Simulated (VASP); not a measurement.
# MgS (P6_3mc) in VASP: a series of runs

The runs below take MgS through single point, with r2SCAN, HSE06.

Program: VASP 6.6.1. These are calculated values, not measurements. Logs are shortened: lines on timing, memory, paths and dates and some standing lists are left out, and cuts for length are marked.

## 1. The cell of the first run

The structure is hexagonal, space group P6_3mc (No. 186). Conventional cell: a = 4.029 Å, b = 4.029 Å, c = 6.454 Å, α = 90.00°, β = 90.00°, γ = 120.00°. Mg (site symmetry 3m) has 4 S at 2.45 to 2.46 Å within 3.2 Å. S (site symmetry 3m) has 4 Mg at 2.45 to 2.46 Å within 3.2 Å.

## 2. Single point, r2SCAN

Input file POSCAR:

```
MgS
1.0
    4.0286647932      0.0000000000      0.0000000000
   -2.0143323966      3.4889260542      0.0000000000
    0.0000000000      0.0000000000      6.4542161851
Mg S
2 2
Direct
    0.6666666667      0.3333333333      0.4971196678
    0.3333333333      0.6666666667      0.9971196678
    0.3333333333      0.6666666667      0.3778793322
    0.6666666667      0.3333333333      0.8778793322
```

Input file INCAR.step1:

```
ALGO = Normal
EDIFF = 1E-4
ENCUT = 520
GGA = PE
ISMEAR = 0
LASPH = True
LCHARG = False
LREAL = False
LWAVE = True
NBANDS = 16
NELM = 60
PREC = Accurate
SIGMA = 0.01
```

Input file INCAR.step2:

```
ALGO = Normal
EDIFF = 1E-6
ENCUT = 520
ISIF = 2
ISMEAR = 0
ISTART = 1
LASPH = True
LCHARG = False
LMIXTAU = True
LREAL = False
LWAVE = False
METAGGA = R2SCAN
NBANDS = 16
NELM = 60
PREC = Accurate
SIGMA = 0.01
```

Input file KPOINTS:

```
k-points
0
Gamma
  6 6 4
```

Potentials or basis: VASP PAW PBE potentials, release 64 (Mg, S).

Started as:

```sh
> cat potpaw_PBE.64/Mg/POTCAR potpaw_PBE.64/S/POTCAR > POTCAR
> cp INCAR.step1 INCAR
> mpirun -np 1 vasp_std > vasp.out
> cp INCAR.step2 INCAR
> mpirun -np 1 vasp_std > vasp.out
```

OUTCAR:

```text
EDIFF = 1E-6
   ENCUT = 520
   ISIF = 2
   ISMEAR = 0
   ISTART = 1
   LASPH = True
   LREAL = False
   METAGGA = R2SCAN
   NELM = 60
   PREC = Accurate

 ion  position               nearest neighbor table
   1  0.667  0.333  0.497-   3 2.45   3 2.45   3 2.45   4 2.46
   2  0.333  0.667  0.997-   4 2.45   4 2.45   4 2.45   3 2.46
   3  0.333  0.667  0.378-   1 2.45   1 2.45   1 2.45   2 2.46
   4  0.667  0.333  0.878-   2 2.45   2 2.45   2 2.45   1 2.46

  LATTYP: Found a hexagonal cell.
 ALAT       =     4.0286647932
 C/A-ratio  =     1.6020732715

  Lattice vectors:

 A1 = (   4.0286647932,   0.0000000000,   0.0000000000)
 A2 = (  -2.0143323966,   3.4889260542,   0.0000000000)
 A3 = (   0.0000000000,   0.0000000000,   6.4542161851)

Analysis of symmetry for initial positions (statically):
=====================================================================
 Subroutine PRICEL returns:
 Original cell was already a primitive cell.

 Routine SETGRP: Setting up the symmetry group for a
 hexagonal supercell.

 Subroutine GETGRP returns: Found 12 space group operations
 (whereof  6 operations were pure point group operations)
 out of a pool of 24 trial point group operations.

The static configuration has the point symmetry C_3v.
 The point group associated with its full space group is C_6v.

Analysis of symmetry for dynamics (positions and initial velocities):
=====================================================================
 Subroutine PRICEL returns:
 Original cell was already a primitive cell.

 Routine SETGRP: Setting up the symmetry group for a
 hexagonal supercell.

 Subroutine GETGRP returns: Found 12 space group operations
 (whereof  6 operations were pure point group operations)
 out of a pool of 24 trial point group operations.

The dynamic configuration has the point symmetry C_3v.
 The point group associated with its full space group is C_6v.

 Subroutine INISYM returns: Found 12 space group operations
 (whereof  6 operations are pure point group operations),
 and found     1 'primitive' translations

----------------------------------------------------------------------------------------

                                     Primitive cell

  volume of cell :      90.7186

  direct lattice vectors                    reciprocal lattice vectors
     4.028664793  0.000000000  0.000000000     0.248221198  0.143310575  0.000000000
    -2.014332397  3.488926054  0.000000000     0.000000000  0.286621151  0.000000000
     0.000000000  0.000000000  6.454216185     0.000000000  0.000000000  0.154937481

  length of vectors
     4.028664793  4.028664793  6.454216185     0.286621151  0.286621151  0.154937481

  position of ions in fractional coordinates (direct lattice)
     0.666666667  0.333333333  0.497119668
     0.333333333  0.666666667  0.997119668
     0.333333333  0.666666667  0.377879332
     0.666666667  0.333333333  0.877879332

  ion indices of the primitive-cell ions
   primitive index   ion index
                 1           1
                 2           2
                 3           3
                 4           4

----------------------------------------------------------------------------------------

 KPOINTS: k-points

Automatic generation of k-mesh.
 Grid dimensions read from file:
 generate k-points for:    6    6    4

 Generating k-lattice:

  Cartesian coordinates                     Fractional coordinates (reciprocal lattice)
     0.041370200  0.023885096  0.000000000     0.166666667  0.000000000  0.000000000
     0.000000000  0.047770192  0.000000000     0.000000000  0.166666667  0.000000000
     0.000000000  0.000000000  0.038734370     0.000000000  0.000000000  0.250000000

  Length of vectors
     0.047770192  0.047770192  0.038734370

  Shift w.r.t. Gamma in fractional coordinates (k-lattice)
     0.000000000  0.000000000  0.000000000

 Subroutine IBZKPT returns following result:
 ===========================================

 Found     21 irreducible k-points:

 Following reciprocal coordinates:
            Coordinates               Weight
  0.000000  0.000000  0.000000      1.000000
  0.166667  0.000000  0.000000      6.000000
  0.333333  0.000000  0.000000      6.000000
  0.500000  0.000000  0.000000      3.000000
  0.166667  0.166667  0.000000      6.000000
  0.333333  0.166667  0.000000     12.000000
[... 13 lines left out ...]
  0.333333  0.166667  0.500000     12.000000
  0.333333  0.333333  0.500000      2.000000
   k-points           NKPTS =     21   k-points in BZ     NKDIM =     21   number of bands    NBANDS=     16
   number of dos      NEDOS =    301   number of ions     NIONS =      4
   total plane-waves  NPLWV =  43200
   dimension x,y,z NGX =    30 NGY =   30 NGZ =   48
   dimension x,y,z NGXF=    60 NGYF=   60 NGZF=   96
   ions per type =               2   2
   NGX,Y,Z   is equivalent  to a cutoff of  12.38, 12.38, 12.36 a.u.
   NGXF,Y,Z  is equivalent  to a cutoff of  24.76, 24.76, 24.73 a.u.
 SYSTEM =  unknown system
   PREC   = accura    normal or accurate (medium, high low for compatibility)
   ISTART =      1    job   : 0-new  1-cont  2-samecut
   ICHARG =      0    charge: 1-file 2-atom 10-const
   ISPIN  =      1    spin polarized calculation?
   LNONCOLLINEAR =      F non collinear calculations
   LSORBIT =      F    spin-orbit coupling
   LASPH  =      T    aspherical Exc in radial PAW
   ENCUT  =  520.0 eV  38.22 Ry    6.18 a.u.   7.49  7.49 12.00*2*pi/ulx,y,z
   NELM   =     60;   NELMIN=  2; NELMDL=  0     # of ELM steps
   EDIFF  = 0.1E-05   stopping-criterion for ELM
   LREAL  =      F    real-space projection
   EDIFFG = 0.1E-04   stopping-criterion for IOM
   NSW    =      0    number of steps for IOM
   IBRION =     -1    ionic relax: 0-MD 1-quasi-New 2-CG
   NFREE  =      0    steps in history (QN), initial steepest desc. (CG)
   ISIF   =      2    stress and relaxation
   ISYM   =      2    0-nonsym 1-usesym 2-fastsym
   POTIM  = 0.5000    time-step for ionic-motion
   TEBEG  =    0.0;   TEEND  =   0.0 temperature during run
   PSTRESS=    0.0 pullay stress
   NELECT =      16.0000    total number of electrons
   NUPDOWN=      -1.0000    fix difference up-down
   EMIN   =  10.00;   EMAX   =-10.00  energy-range for DOS
   EFERMI =   0.00;   METHOD = LEGACY
   ISMEAR =     0;   SIGMA  =   0.01  broadening in eV -4-tet -1-fermi 0-gaus
   EFERMI_NEDOS =   21; number of points for ismear=-14 and -15
   IALGO  =     38    algorithm
   IMIX   =      4    mixing-type and parameters
     AMIX     =   0.40;   BMIX     =  1.00
     AMIX_MAG =   1.60;   BMIX_MAG =  1.00
  volume/ion in A,a.u.               =      22.68       153.05
  Fermi-wavevector in a.u.,A,eV,Ry     =   0.918085  1.734928 11.468069  0.842879
  Thomas-Fermi vector in A             =   2.043126
   LORBIT       =      0    0 simple, 1 ext, 2 COOP (PROOUT), +10 PAW based schemes
   METAGGA = R2SCAN    functional components
   LHFCALC =     F    Hartree Fock is set to
   AEXX    =    0.0000 exact exchange contribution
   IVDW    =     0    specifies the selected vdW correction
   LEPSILON=     F    determine dielectric tensor
   LRPA    =     F    only Hartree local field effects (RPA)
 non-spin polarized calculation
 Gauss-broadening in eV      SIGMA  =   0.01
  energy-cutoff  :      520.00
  volume of cell :       90.72
 maximum number of plane-waves:      2463
 NGX is ok and might be reduce to    30
   NGX = 15   NGY = 15   NGZ = 25

 number of electron      16.0000003 magnetization

 Free energy of the ion-electron system (eV)
  ---------------------------------------------------
  ext. energy  EPLUGINS =         0.00000000
  ---------------------------------------------------
  free energy    TOTEN  =       -30.93579822 eV

  energy without entropy =      -30.93579822  energy(sigma->0) =      -30.93579822

 E-fermi :   0.9567     XC(G=0):  -8.7703

 val. band max:        0.8698033239   @ k =   0.0000   0.0000   0.0000
 cond. band min:       5.0043605219   @ k =   0.0000   0.0000   0.0000
 fundamental gap:      4.1345571980
 Fermi energy:         0.9566913859

 k-point     1 :       0.0000    0.0000    0.0000
  band No.  band energies     occupation
      1     -10.9804      2.00000
      2     -10.2420      2.00000
      3      -2.3596      2.00000
      4       0.3349      2.00000
      5       0.3349      2.00000
      6       0.7522      2.00000
[... 8 lines left out ...]
     15      10.0613      0.00000
     16      10.6922      0.00000

 k-point     2 :       0.1667    0.0000    0.0000
  band No.  band energies     occupation
      1     -10.8440      2.00000
      2     -10.1760      2.00000
      3      -2.1413      2.00000
      4      -0.4180      2.00000
      5      -0.0090      2.00000
      6       0.1261      2.00000
[... 8 lines left out ...]
     15      10.1919      0.00000
     16      10.2226      0.00000

 k-point     3 :       0.3333    0.0000    0.0000
  band No.  band energies     occupation
      1     -10.5205      2.00000
      2     -10.0653      2.00000
      3      -1.6939      2.00000
      4      -1.4674      2.00000
      5      -1.0740      2.00000
      6      -0.2066      2.00000
[... 8 lines left out ...]
     15      10.2173      0.00000
     16      11.7479      0.00000

 k-point     4 :       0.5000    0.0000    0.0000
  band No.  band energies     occupation
      1     -10.2984      2.00000
      2     -10.0531      2.00000
      3      -2.1205      2.00000
      4      -1.5440      2.00000
      5      -1.0051      2.00000
      6      -0.3490      2.00000
[... 8 lines left out ...]
     15      10.6096      0.00000
     16      12.8501      0.00000
[... 267 lines left out ...]
 k-point    19 :       0.1667    0.1667    0.5000
  band No.  band energies     occupation
      1     -10.3613      2.00000
      2     -10.3613      2.00000
      3      -1.5539      2.00000
      4      -1.5539      2.00000
      5      -0.1452      2.00000
      6      -0.1452      2.00000
[... 8 lines left out ...]
     15      10.4611      0.00000
     16      10.4611      0.00000

 k-point    20 :       0.3333    0.1667    0.5000
  band No.  band energies     occupation
      1     -10.1752      2.00000
      2     -10.1752      2.00000
      3      -2.0130      2.00000
      4      -2.0130      2.00000
      5      -0.5500      2.00000
      6      -0.5500      2.00000
[... 8 lines left out ...]
     15      11.0101      0.00000
     16      11.0101      0.00000

 k-point    21 :       0.3333    0.3333    0.5000
  band No.  band energies     occupation
      1     -10.1112      2.00000
      2     -10.1112      2.00000
      3      -1.8866      2.00000
      4      -1.8866      2.00000
      5      -1.1215      2.00000
      6      -1.1215      2.00000
[... 8 lines left out ...]
     15      10.8294      0.00000
     16      10.8294      0.00000

------------------------ aborting loop because EDIFF is reached ----------------------------------------

  FORCE on cell =-STRESS in cart. coord.  units (eV):
  Direction    XX          YY          ZZ          XY          YZ          ZX
  --------------------------------------------------------------------------------------
  -------------------------------------------------------------------------------------
  Total       -0.1617205     -0.1617205     -0.1484887      0.0000000      0.0000000      0.0000000
  in kB       -2.8561384     -2.8561384     -2.6224524      0.0000000      0.0000000      0.0000000
  external PRESSURE =      -2.7782431 kB  Pullay stress =       0.0000000 kB

 VOLUME and BASIS-vectors are now :
 -----------------------------------------------------------------------------
  energy-cutoff  :      520.00
  volume of cell :       90.72
      direct lattice vectors                 reciprocal lattice vectors
     4.028664793  0.000000000  0.000000000     0.248221198  0.143310575  0.000000000
    -2.014332397  3.488926054  0.000000000     0.000000000  0.286621151  0.000000000
     0.000000000  0.000000000  6.454216185     0.000000000  0.000000000  0.154937481

 POSITION                                       TOTAL-FORCE (eV/Angst)
 -----------------------------------------------------------------------------------
      2.01433      1.16298      3.20852         0.000000     -0.000000      0.002935
     -0.00000      2.32595      6.43563        -0.000000      0.000000      0.002935
     -0.00000      2.32595      2.43891         0.000000     -0.000000     -0.002935
      2.01433      1.16298      5.66602         0.000000     -0.000000     -0.002935
 -----------------------------------------------------------------------------------
    total drift:                               -0.000000      0.000000      0.011295

  FREE ENERGIE OF THE ION-ELECTRON SYSTEM (eV)
  ---------------------------------------------------
  free  energy   TOTEN  =       -30.9357982180 eV

  energy  without entropy=      -30.9357982180  energy(sigma->0) =      -30.93579822
```

Run time: 2.2 min. Hardware: 1 thread of Intel Xeon Platinum 8259CL at 2.50GHz (Skylake/Cascade Lake), shared host; peak memory 0.21 GiB.

Results:

* Free energy: -30.9358 eV
* Pressure: -0.3 GPa
* Band gap on the k mesh: 4.13 eV

Forces in eV/Å, atoms in the order of the input:
```
Mg   0.000  0.000  0.003
Mg   0.000  0.000  0.003
S    0.000  0.000 -0.003
S    0.000  0.000 -0.003
```

Caveat: the PAW data sets were made with another functional, which shifts forces and pressure a little.

## 3. Single point, HSE06

POSCAR is that of step 2.

Input file INCAR.step1:

```
SYSTEM = MgS
PREC = Accurate ; ENCUT = 520
EDIFF = 1E-5 ; ISMEAR = 0
SIGMA = 0.01 ; LREAL = .FALSE.
LASPH = .TRUE. ; NELM = 80
ALGO = Normal ; ISIF = 2
LWAVE = .TRUE. ; LCHARG = .FALSE.
NBANDS = 16 ; GGA = PE
```

Input file INCAR.step2:

```
SYSTEM = MgS
PREC = Accurate ; ENCUT = 520
EDIFF = 1E-7 ; ISMEAR = 0
SIGMA = 0.01 ; LREAL = .FALSE.
LASPH = .TRUE. ; NELM = 80
ALGO = Normal ; ISIF = 2
LWAVE = .FALSE. ; LCHARG = .FALSE.
GGA = PE ; LHFCALC = .TRUE.
HFSCREEN = 0.2079 ; PRECFOCK = Normal
NBANDS = 16 ; ISTART = 1
```

Input file KPOINTS:

```
Automatic mesh
0
G
  6 6 2
  0 0 0
```

Potentials or basis: VASP PAW PBE potentials, release 64 (Mg, S).

Started as:

```sh
> cat potpaw_PBE.64/Mg/POTCAR potpaw_PBE.64/S/POTCAR > POTCAR
> cp INCAR.step1 INCAR
> mpirun -np 1 vasp_std > vasp.out
> cp INCAR.step2 INCAR
> mpirun -np 1 vasp_std > vasp.out
```

Run time: 26 min. Hardware: 1 thread of Intel Xeon Platinum 8259CL at 2.50GHz (Skylake/Cascade Lake), shared host; peak memory 0.33 GiB.

Results (log left out):

* Free energy: -19.7298 eV
* Pressure: -0.2 GPa
* Band gap on the k mesh: 4.52 eV

Levels at points of the mesh, in eV from the valence-band top:
| k point | band 5 | band 6 | band 7 | band 8 | band 9 | band 10 | band 11 | band 12 |
| --- | --- | --- | --- | --- | --- | --- | --- | --- |
| (0.00, 0.00, 0.00) | -0.57 | -0.12 | -0.12 | 0.00 | 4.52 | 5.83 | 8.73 | 8.73 |
| (0.50, 0.00, 0.00) | -2.02 | -1.30 | -0.97 | -0.47 | 5.81 | 6.26 | 6.95 | 8.70 |
| (0.00, 0.00, 0.50) | -0.35 | -0.35 | -0.35 | -0.35 | 6.05 | 6.05 | 8.84 | 8.84 |
| (0.50, 0.00, 0.50) | -0.92 | -0.92 | -0.86 | -0.86 | 5.70 | 5.70 | 7.45 | 7.45 |

Caveat: the k points lie up to 0.49 Å⁻¹ apart; the PAW data sets were made with another functional, which shifts forces and pressure a little.
